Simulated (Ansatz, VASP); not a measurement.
BN in VASP and in Ansatz

Contents of POSCAR:

```
BN
1.0
    2.5009753125      0.0000000000      0.0000000000
   -1.2504876563      2.1659081548      0.0000000000
    0.0000000000      0.0000000000      6.8741616654
B N
2 2
Direct
    0.3444825345      0.6748284484      0.2500000000
    0.6778158678      0.3414951150      0.7500000000
    0.3333333333      0.6666666667      0.7500000000
    0.6666666667      0.3333333333      0.2500000000
```

File INCAR.step1:

```
ALGO = Normal
EDIFF = 1E-4
ENCUT = 520
GGA = PE
ISMEAR = 0
LASPH = True
LCHARG = False
LREAL = False
LWAVE = True
NBANDS = 16
NELM = 100
PREC = Accurate
SIGMA = 0.05
```

File INCAR.step2:

```
ALGO = Normal
EDIFF = 1E-6
ENCUT = 520
ISIF = 2
ISMEAR = 0
ISTART = 1
LASPH = True
LCHARG = True
LELF = True
LMIXTAU = True
LREAL = False
LVHAR = True
LWAVE = False
METAGGA = R2SCAN
NBANDS = 16
NELM = 100
PREC = Accurate
SIGMA = 0.05
```

KPOINTS

```
k-points
0
Gamma
  12 12 4
```

Input for Ansatz:

```yaml
crystal:
  lattice:
    - [2.5009753125, 0.0, 0.0]
    - [-1.2504876563, 2.1659081548, 0.0]
    - [0.0, 0.0, 6.8741616654]
  atoms:
    - { symbol: B, position: [0.3444825345, 0.6748284484, 0.25] }
    - { symbol: B, position: [0.6778158678, 0.341495115, 0.75] }
    - { symbol: "N", position: [0.3333333333, 0.6666666667, 0.75] }
    - { symbol: "N", position: [0.6666666667, 0.3333333333, 0.25] }
basis:
  ecutwfc: 500
kpoints:
  mp_grid: { grid: [12, 12, 4] }
hamiltonian:
  xc: r2scan
scf:
  occupations: { method: gaussian, width: 0.05 }
output:
  forces: true
  stress: true
  eigenvalues: true
```

Change from the starting cell: all B atoms moved +0.025 Å, as atom 1 along Cartesian [1 1 0].

Alike in both runs: task single point; functional r2SCAN; k mesh 12 × 12 × 4; occupations gaussian, width 0.05 eV; no spin polarisation.

|  | VASP | Ansatz |
| --- | --- | --- |
| version | VASP 6.6.1 | Ansatz 0.2.0 |
| potentials or method | VASP PAW PBE potentials, release 64 (B, N), cutoff 520 eV | scalar-relativistic, plane waves, PAW |
| valence electrons in the cell | 16 | 16 |

Ansatz gave:

```
gap on the k mesh at the Fermi level (eV)                     : 4.87
least direct gap on the mesh (eV)                             : 5.32
pressure (GPa)                                                : 0.2
traceless stress, the component that is largest in VASP (GPa) : -0.19
rms of the force components (eV/Å)                            : 0.608
```

What did VASP give for the same quantities?

gap on the k mesh at the Fermi level (eV): 4.91; least direct gap on the mesh (eV): 5.38; pressure (GPa): 0.6; traceless stress, the component that is largest in VASP (GPa): -0.84; rms of the force components (eV/Å): 0.604.

VASP's potentials were made for PBE, not for r2SCAN. Atom by atom the forces differ by 0.004 eV/Å (rms over components). With one functional, cell and mesh, what is left measures potentials, basis and numerics.
